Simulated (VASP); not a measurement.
Wanted: the native input for a VASP 6.6.1 run.

| Item | Value |
| --- | --- |
| Task | single point |
| Functional | LDA |
| Potentials or basis | VASP PAW LDA potentials, release 64 (B, As_d) |
| Cutoff | 560 eV |
| k mesh | 4 × 4 × 4 |
| Occupations | gaussian, width 0.01 eV |
| Spin | no spin polarisation |
| Dipole correction | no |
| Further INCAR settings | ALGO = Normal; EDIFF = 1e-06; NBANDS = 16 |

The structure of BAs lies in POSCAR:

```
BAs
1.0
    0.0000000000      2.3692888322      2.3692888322
    2.3692888322      0.0000000000      2.3692888322
    2.3692888322      2.3692888322      0.0000000000
B As
1 1
Direct
    0.0000000000      0.0000000000      0.0000000000
    0.2500000000      0.2500000000      0.2500000000
```

These files were run (other wordings do the same):

INCAR

```
PREC = Accurate
ENCUT = 560
EDIFF = 1E-6
ISMEAR = 0
SIGMA = 0.01
LREAL = False
LASPH = True
NELM = 120
ALGO = Normal
ISIF = 2
LWAVE = False
LCHARG = False
NBANDS = 16
GGA_COMPAT = False
```

KPOINTS

```
regular mesh
0
Gamma
  4 4 4
```

Potentials or basis: VASP PAW LDA potentials, release 64 (B, As_d).

Command:

```sh
$ cat potpaw_LDA.64/B/POTCAR potpaw_LDA.64/As_d/POTCAR > POTCAR
$ mpirun -np 1 vasp_std > vasp.out
```

It gave:

```
Pressure               : 1.1 GPa
Band gap on the k mesh : 1.29 eV (least direct gap 3.26 eV)
```

Caveat: the k points lie up to 0.57 Å⁻¹ apart.

It took 7.3 s on 1 thread of Intel(R) Xeon(R) Platinum 8375C CPU @ 2.90GHz (Ice Lake), on a shared host, peak memory 0.13 GiB.
